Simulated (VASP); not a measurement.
**Ir: single point with LDA**

Crystal: Ir.

```xyz
1
Lattice="0.0000 1.9056 1.9056 1.9056 0.0000 1.9056 1.9056 1.9056 0.0000" Properties=species:S:1:pos:R:3 pbc="T T T"
Ir    0.0000    0.0000    0.0000
```

```json
{"Program": "VASP 6.6.1", "Task": "single point", "Functional": "LDA", "Potentials or basis": "VASP PAW LDA potentials, release 64 (Ir)", "Cutoff": "500 eV", "k mesh": "10 × 10 × 10", "Occupations": "fermi-dirac, width 0.05 eV", "Spin": "no spin polarisation", "Dipole correction": "no", "Further INCAR settings": "ALGO = Normal; EDIFF = 1e-06; NBANDS = 10"}
```

The pressure is 2.6 GPa. The band gap on the k mesh is zero (an odd number of electrons rules out a gap without spin polarisation).

Levels at points of the mesh, in eV from the Fermi level:
```
           k point  band 1  band 2  band 3  band 4  band 5  band 6  band 7  band 8  band 9
(0.00, 0.00, 0.00)  -11.42   -4.13   -4.13   -4.13   -1.30   -1.30   14.22   19.90   19.90
(0.50, 0.00, 0.00)   -8.43   -4.22   -4.22   -0.85    0.86    0.86    7.42   13.77   19.86
(0.50, 0.50, 0.00)   -8.25   -7.69    0.86    1.45    1.45    1.66   10.75   11.73   11.73
```

Wall time 2.8 s on 1 thread of Intel(R) Xeon(R) 6975P-C (Granite Rapids), with other jobs on the host, peak memory 0.12 GiB.

Caveat: spin-orbit coupling is left out, which moves the levels of the heavy elements.
